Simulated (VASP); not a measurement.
ZrO2: single point with PBE

ZrO2:

```
Zr O
1.0
     0.00000    2.50568    2.50568
     2.50568    0.00000    2.50568
     2.50568    2.50568    0.00000
Zr O
1 2
Cartesian
  0.0000 0.0000 0.0000
  1.2528 1.2528 1.2528
  3.7585 3.7585 3.7585
```

```json
{
 "Program": "VASP 6.6.1",
 "Task": "single point",
 "Functional": "PBE",
 "Potentials or basis": "VASP PAW PBE potentials, release 64 (Zr_sv, O)",
 "Cutoff": "600 eV",
 "k mesh": "8 × 8 × 8",
 "Occupations": "gaussian, width 0.02 eV",
 "Spin": "no spin polarisation",
 "Dipole correction": "no",
 "Further INCAR settings": "ALGO = Normal; EDIFF = 1e-06; NBANDS = 19"
}
```

```json
{
 "Pressure": "16.8 GPa",
 "Band gap on the k mesh": "3.48 eV (least direct gap 3.97 eV)"
}
```

Levels at points of the mesh, in eV from the valence-band top:
| k point | band 10 | band 11 | band 12 | band 13 | band 14 | band 15 |
| --- | --- | --- | --- | --- | --- | --- |
| (0.00, 0.00, 0.00) | -0.55 | -0.55 | -0.55 | 3.48 | 3.48 | 6.93 |
| (0.50, 0.00, 0.00) | -2.52 | -1.68 | -1.68 | 4.18 | 4.18 | 6.52 |
| (0.50, 0.50, 0.00) | -1.58 | -1.58 | 0.00 | 3.97 | 4.99 | 6.26 |

It took 13 s on 1 thread of Intel(R) Xeon(R) 6975P-C (Granite Rapids), with other jobs on the host, peak memory 0.16 GiB.

Caveat: the cell stands under pressure. A k mesh can miss the band edges.
